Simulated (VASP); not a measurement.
A run of VASP 6.6.1 is set up as follows.

The input INCAR:

```
SYSTEM = MgO2
PREC = Accurate
ENCUT = 520
EDIFF = 1E-6
ISMEAR = 1
SIGMA = 0.5
LREAL = .FALSE.
LASPH = .TRUE.
NELM = 60
ALGO = Normal
ISIF = 2
LWAVE = .FALSE.
LCHARG = .FALSE.
GGA = PS
NBANDS = 14
```

The input KPOINTS:

```
regular mesh
0
G
  6 6 6
  0 0 0
```

File POSCAR:

```
MgO2
1.0
    1.5784791300      0.9113353506      3.4618981106
   -1.5784791300      0.9113353506      3.4618981106
    0.0000000000     -1.8226707012      3.4618981106
Mg O
1 2
Direct
    0.0000000000      0.0000000000      0.0000000000
    0.4291159763      0.4291159763      0.4291159763
    0.5708840237      0.5708840237      0.5708840237
```

Potentials or basis: VASP PAW PBE potentials, release 64 (Mg, O).

Launch:

```bash
$ cat potpaw_PBE.64/Mg/POTCAR potpaw_PBE.64/O/POTCAR > POTCAR
$ mpirun -np 1 vasp_std > vasp.out
```

What does it give for the largest force?

0.102 eV/Å.

What does it give for the pressure?

0.3 GPa.

Predict the band gap on the k mesh.

2.41 eV, direct.

Stress tensor (GPa, compression positive):
```
0.20 0.00 0.00
0.00 0.20 0.00
0.00 0.00 0.39
```

Caveat: the PAW data sets were made with another functional, which shifts forces and pressure a little. A k mesh can miss the band edges.
